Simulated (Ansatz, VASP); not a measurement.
Be: VASP beside Ansatz

```
Be
1.0
    14.00000    0.00000    0.00000
     0.00000   14.40000    0.00000
     0.00000    0.00000   14.80000
Be
1
Cartesian
  7.0000 7.2000 7.4000
```

Alike in both runs: task single point; functional RPBE; k mesh 1 × 1 × 1; occupations fermi-dirac, width 0.01 eV; collinear spin.

|  | VASP | Ansatz |
| --- | --- | --- |
| version | VASP 6.6.1 | Ansatz 0.2.0 |
| potentials or method | VASP PAW PBE potentials, release 64 (Be), cutoff 520 eV | plane waves (420 eV) with PAW, scalar-relativistic |
| valence electrons in the cell | 2 | 2 |

|  | VASP | Ansatz | Ansatz less VASP |
| --- | --- | --- | --- |
| gap on the k mesh at the Fermi level (eV) | 3.62 | 3.62 | -0.001 |
| net moment per atom (μB) | 0.00 | 0.00 | 0.000 |

VASP's potentials were made for PBE, not for RPBE. With one functional, cell and mesh, what is left measures potentials, basis and numerics. Ansatz's warnings: seeded moment not kept.
